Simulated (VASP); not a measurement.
Set up this calculation in VASP 6.6.1, as the native input.

| Quantity | Value |
| --- | --- |
| Task | single point |
| Functional | PBE |
| Potentials or basis | VASP PAW PBE potentials, release 64 (Li_sv) |
| Cutoff | 520 eV |
| k mesh | 4 × 12 × 8 |
| Occupations | fermi-dirac, width 0.15 eV |
| Spin | no spin polarisation |
| Dipole correction | no |
| Further INCAR settings | ALGO = Fast; EDIFF = 1e-06; NBANDS = 22 |

The structure of Li lies in POSCAR:

```
Li
1.0
   10.0006415426      0.0000000000      0.0000000000
    0.0000000000      3.0663937120      0.0000000000
    0.0000000000      0.0000000000      5.2894885254
Li
8
Direct
    0.2499963166      0.2500000000      0.5846677786
    0.2500036834      0.7500000000      0.0846677786
    0.7499963166      0.2500000000      0.9153322214
    0.7500036834      0.7500000000      0.4153322214
    0.0000013477      0.7500000000      0.7499950691
    0.4999986523      0.2500000000      0.2499950691
    0.5000013477      0.7500000000      0.7500049309
    0.9999986523      0.2500000000      0.2500049309
```

This isn't the form of Li at room conditions, which is bcc.

The input as run:

INCAR

```
SYSTEM = Li
PREC = Accurate
ENCUT = 520
EDIFF = 1E-6
ISMEAR = -1
SIGMA = 0.15
LREAL = .FALSE.
LASPH = .TRUE.
NELM = 100
ALGO = Fast
ISIF = 2
LWAVE = .FALSE.
LCHARG = .FALSE.
GGA = PE
NBANDS = 22
```

KPOINTS

```
regular mesh
0
G
  4 12 8
  0 0 0
```

Potentials or basis: VASP PAW PBE potentials, release 64 (Li_sv).

The run is started by

```bash
$ cat potpaw_PBE.64/Li_sv/POTCAR > POTCAR
$ mpirun -np 1 vasp_std > vasp.out
```

Results of the run:

| Quantity | Value |
| --- | --- |
| Band gap on the k mesh | zero (bands 12 and 13 overlap by 2.99 eV) |

It took 9.7 min on 1 thread of Intel(R) Xeon(R) Platinum 8375C CPU @ 2.90GHz (Ice Lake), on a shared host, peak memory 0.4 GiB.
